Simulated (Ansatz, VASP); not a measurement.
## LiF in VASP and in Ansatz

Contents of INCAR:

```
SYSTEM = LiF
ALGO     = Normal         ! electronic algorithm
EDIFF    = 1E-6           ! SCF threshold, eV
ENCUT    = 520            ! plane-wave cutoff, eV
ISIF     = 2              ! what is computed and relaxed
ISMEAR   = 0              ! smearing method
LASPH    = .TRUE.         ! aspherical terms in the spheres
LCHARG   = .FALSE.        ! write CHGCAR
LREAL    = .FALSE.        ! projectors in reciprocal space
LWAVE    = .FALSE.        ! write WAVECAR
NBANDS   = 18             ! bands
NELM     = 100            ! most SCF steps
PREC     = Accurate       ! precision mode
SIGMA    = 0.05           ! smearing width, eV
```

The input KPOINTS:

```
k-points
0
G
  9 9 6
  0 0 0
```

POSCAR

```
LiF
1.0
    3.1203637263      0.0000000000      0.0000000000
   -1.5601818632      2.7023142561      0.0000000000
    0.0000000000      0.0000000000      4.2527437226
Li F
2 2
Direct
    0.3333333333      0.6666666667      0.3839784076
    0.6666666667      0.3333333333      0.8839784076
    0.3333333333      0.6666666667      0.9910195924
    0.6666666667      0.3333333333      0.4910195924
```

Input for Ansatz:

```yaml
crystal:
  lattice:
    - [3.1203637263, 0.0, 0.0]
    - [-1.5601818632, 2.7023142561, 0.0]
    - [0.0, 0.0, 4.2527437226]
  atoms:
    - { symbol: Li, position: [0.3333333333, 0.6666666667, 0.3839784076] }
    - { symbol: Li, position: [0.6666666667, 0.3333333333, 0.8839784076] }
    - { symbol: F, position: [0.3333333333, 0.6666666667, 0.9910195924] }
    - { symbol: F, position: [0.6666666667, 0.3333333333, 0.4910195924] }
basis:
  ecutwfc: 520.0
kpoints:
  mp_grid: { grid: [9, 9, 6] }
hamiltonian:
  xc: lda
scf:
  occupations: { method: gaussian, width: 0.05 }
output:
  forces: true
  stress: true
  eigenvalues: true
  write_density: true
  write_potential: true
  elf: true
  volumetric_format: npy
```

Alike in both runs: task single point; functional LDA; k mesh 9 × 9 × 6; occupations gaussian, width 0.05 eV; no spin polarisation.

|  | VASP | Ansatz |
| --- | --- | --- |
| version | VASP 6.6.1 | Ansatz 0.2.0 |
| potentials or method | VASP PAW LDA potentials, release 64 (Li_sv, F), cutoff 520 eV | scalar-relativistic, plane waves, PAW |
| valence electrons in the cell | 20 | 20 |

|  | VASP | Ansatz | Ansatz less VASP |
| --- | --- | --- | --- |
| gap on the k mesh at the Fermi level (eV) | 7.87 | 7.88 | +0.016 |
| least direct gap on the mesh (eV) | 7.87 | 7.88 | +0.016 |
| rms of the force components (eV/Å) | 0.542 | 0.529 | -0.0124 |

LDA's correlation is that of Perdew and Zunger in VASP and of Perdew and Wang (1992) in Ansatz. Atom by atom the forces differ by 0.012 eV/Å (rms over components).

Noted on VASP's run: the cutoff is short for stress, so the pressure is rough.
